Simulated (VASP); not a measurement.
**Ru: single point with HSE06**

Crystal: Ru.

```
Ru
1.0
     0.00000    1.91133    1.91133
     1.91133    0.00000    1.91133
     1.91133    1.91133    0.00000
Ru
1
Direct
  0.00000 0.00000 0.00000
```

This isn't the form of Ru at room conditions, which is hcp.

```yaml
Program: VASP 6.6.1
Task: single point
Functional: HSE06
Potentials_or_basis: VASP PAW PBE potentials, release 64 (Ru_sv)
Cutoff: 420 eV
k_mesh: 6 × 6 × 6
Occupations: fermi-dirac, width 0.1 eV
Spin: no spin polarisation
```

The pressure is -15.7 GPa and the band gap on the k mesh is zero (bands 8 and 9 overlap by 4.32 eV).

Levels at points of the mesh, in eV from the Fermi level:
| k point | band 4 | band 5 | band 6 | band 7 | band 8 | band 9 | band 10 | band 11 | band 12 | band 13 |
| --- | --- | --- | --- | --- | --- | --- | --- | --- | --- | --- |
| (0.00, 0.00, 0.00) | -45.47 | -8.77 | -3.02 | -3.02 | -3.02 | -0.66 | -0.66 | 15.89 | 21.73 | 21.73 |
| (0.50, 0.00, 0.00) | -45.63 | -6.84 | -3.34 | -3.34 | 0.99 | 1.97 | 1.97 | 10.83 | 15.53 | 22.07 |
| (0.50, 0.50, 0.00) | -45.89 | -7.28 | -6.67 | 1.62 | 2.60 | 2.60 | 3.77 | 14.24 | 14.24 | 14.46 |

Wall time 6.6 min on 1 thread of Intel(R) Xeon(R) Platinum 8375C CPU @ 2.90GHz (Ice Lake) (shared host), peak memory 0.22 GiB.

Caveat: the k points lie up to 0.47 Å⁻¹ apart, too coarse for converged energies and pressures of a metal; the PAW data sets were made with another functional, which shifts forces and pressure a little.
